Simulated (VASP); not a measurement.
A run of VASP 6.6.1:

Contents of INCAR:

```
ALGO = Normal
EDIFF = 1E-7
ENCUT = 520
GGA = PE
ISIF = 2
ISMEAR = 0
LASPH = True
LCHARG = False
LREAL = False
LWAVE = False
NBANDS = 30
NELM = 100
PREC = Accurate
SIGMA = 0.1
```

KPOINTS

```
k-points
0
Gamma
  8 8 6
```

File POSCAR:

```
SiGeTe2S2
1.0
    4.3334891414      0.0000000000      0.0000000000
    0.0000000000      4.3334891414      0.0000000000
    0.0000000000      0.0000000000      9.0913264185
Si Ge Te S
1 1 2 2
Direct
    0.0000000000      0.0000000000      0.0000000000
    0.0000000000      0.0000000000      0.5000000000
    0.5000000000      0.5000000000      0.6523651263
    0.5000000000      0.5000000000      0.3476348737
    0.5000000000      0.0000000000      0.0000000000
    0.0000000000      0.5000000000      0.0000000000
```

Potentials or basis: VASP PAW PBE potentials, release 64 (Si, Ge_d, Te, S).

Launch:

```sh
$ cat potpaw_PBE.64/Si/POTCAR potpaw_PBE.64/Ge_d/POTCAR potpaw_PBE.64/Te/POTCAR potpaw_PBE.64/S/POTCAR > POTCAR
$ mpirun -np 1 vasp_std > vasp.out
```

Hardware: 1 thread of Intel(R) Xeon(R) 6975P-C (Granite Rapids), with other jobs on the host.

How long does it take, and how much memory?

Wall time 120 s on 1 thread of Intel(R) Xeon(R) 6975P-C (Granite Rapids), on a shared host, peak memory 0.47 GiB. Counts: scf iterations 17, k points 60.
